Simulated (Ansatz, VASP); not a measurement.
BP in VASP and in Ansatz

POSCAR

```
BP
1.0
    0.0000000000      2.1782400000      2.4505200000
    2.1782400000      0.0000000000      2.4505200000
    2.1782400000      2.1782400000      0.0000000000
B P
1 1
Direct
    0.0000000000      0.0000000000      0.0000000000
    0.7500000000      0.7500000000      0.7500000000
```

INCAR.step1

```
PREC = Accurate
ENCUT = 520
ISMEAR = 0
SIGMA = 0.05
LREAL = False
LASPH = True
NELM = 100
NBANDS = 11
GGA = PE
ALGO = Normal
EDIFF = 1E-4
LWAVE = True
LCHARG = False
```

File INCAR.step2:

```
PREC = Accurate
ENCUT = 520
EDIFF = 1E-7
ISMEAR = 0
SIGMA = 0.05
LREAL = False
LASPH = True
NELM = 100
ALGO = Normal
ISIF = 2
LWAVE = False
LCHARG = True
METAGGA = R2SCAN
LMIXTAU = True
LELF = True
LVHAR = True
NBANDS = 11
ISTART = 1
```

KPOINTS

```
regular mesh
0
Gamma
  10 10 10
```

Input for Ansatz:

```yaml
crystal:
  lattice:
    - [0.0, 2.17824, 2.45052]
    - [2.17824, 0.0, 2.45052]
    - [2.17824, 2.17824, 0.0]
  atoms:
    - { symbol: B, position: [0.0, 0.0, 0.0] }
    - { symbol: P, position: [0.75, 0.75, 0.75] }
basis:
  ecutwfc: 500
kpoints:
  mp_grid: { grid: [10, 10, 10] }
hamiltonian:
  xc: r2scan
scf:
  occupations: { method: gaussian, width: 0.05 }
output:
  forces: true
  stress: true
  eigenvalues: true
```

Change from the starting cell: strain -0.040 along x and y, +0.080 along z, atoms carried along.

Alike in both runs: task single point; functional r2SCAN; k mesh 10 × 10 × 10; occupations gaussian, width 0.05 eV; no spin polarisation.

|  | VASP | Ansatz |
| --- | --- | --- |
| version | VASP 6.6.1 | Ansatz 0.2.0 |
| potentials or method | VASP PAW PBE potentials, release 64 (B, P), cutoff 520 eV | scalar-relativistic, plane waves, PAW |
| valence electrons in the cell | 8 | 8 |

|  | VASP | Ansatz | Ansatz less VASP |
| --- | --- | --- | --- |
| gap on the k mesh at the Fermi level (eV) | 0.49 | 0.47 | -0.027 |
| least direct gap on the mesh (eV) | 3.02 | 2.98 | -0.037 |
| pressure (GPa) | 0.1 | 0.6 | +0.51 |
| traceless stress, the component that is largest in VASP (GPa) | -26.26 | -26.15 | +0.111 |

VASP's potentials were made for PBE, not for r2SCAN. With one functional, cell and mesh, what is left measures potentials, basis and numerics.
